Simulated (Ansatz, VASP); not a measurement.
**Two plane-wave programs on NaCl**

```
Na Cl
1.0
     3.45955    0.00000    0.00000
     0.00000    3.45955    0.00000
     0.00000    0.00000    3.45955
Na Cl
1 1
Direct
  0.00000 0.00000 0.00000
  0.50000 0.50000 0.50000
```

Alike in both runs: task single point; functional PBE; k mesh 8 × 8 × 8; no spin polarisation.

```csv
,VASP,Ansatz
version,VASP 6.6.1,Ansatz 0.2.0
potentials or method,"VASP PAW PBE potentials, release 64 (Na_pv, Cl)","plane waves, PAW"
plane-wave cutoff (eV),520,420
occupations,"gaussian, width 0.01 eV",fixed
valence electrons in the cell,14,16
```

Ansatz gave:

```
gap on the k mesh at the Fermi level (eV) : 4.10
pressure (GPa)                            : 1.2
```

**Question.** Estimate VASP's values.

**Answer.** gap on the k mesh at the Fermi level (eV): 4.10; pressure (GPa): 1.1.

VASP's potentials hold 14 valence electrons a cell and Ansatz's 16, so a difference there can come from the potentials and not from the codes.
